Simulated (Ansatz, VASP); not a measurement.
# Two plane-wave programs on TiO2

```
Ti O
1.0
    -1.88897    1.88897    4.79140
     1.88897   -1.88897    4.79140
     1.88897    1.88897   -4.79140
Ti O
2 4
Direct
  0.00000 0.00000 0.00000
  0.75000 0.25000 0.50000
  0.20730 0.20730 0.00000
  0.95730 0.45730 0.50000
  0.54270 0.04270 0.50000
  0.79270 0.79270 0.00000
```

Alike in both runs: task single point; functional r2SCAN; k mesh 8 × 8 × 8; occupations gaussian, width 0.05 eV; no spin polarisation.

|  | VASP | Ansatz |
| --- | --- | --- |
| version | VASP 6.6.1 | Ansatz 0.2.0 |
| potentials or method | VASP PAW PBE potentials, release 64 (Ti_sv, O), cutoff 520 eV | scalar-relativistic, plane waves, PAW |
| valence electrons in the cell | 48 | 48 |

```tsv
	VASP	Ansatz	Ansatz less VASP
gap on the k mesh at the Fermi level (eV)	2.59	2.57	-0.021
least direct gap on the mesh (eV)	2.90	2.87	-0.028
pressure (GPa)	1.2	0.0	-1.22
traceless stress, the component that is largest in VASP (GPa)	-0.15	-0.02	+0.127
rms of the force components (eV/Å)	0.011	0.001	-0.0100
```

VASP's potentials were made for PBE, not for r2SCAN. Atom by atom the forces differ by 0.013 eV/Å (rms over components). With one functional, cell and mesh, what is left measures potentials, basis and numerics.
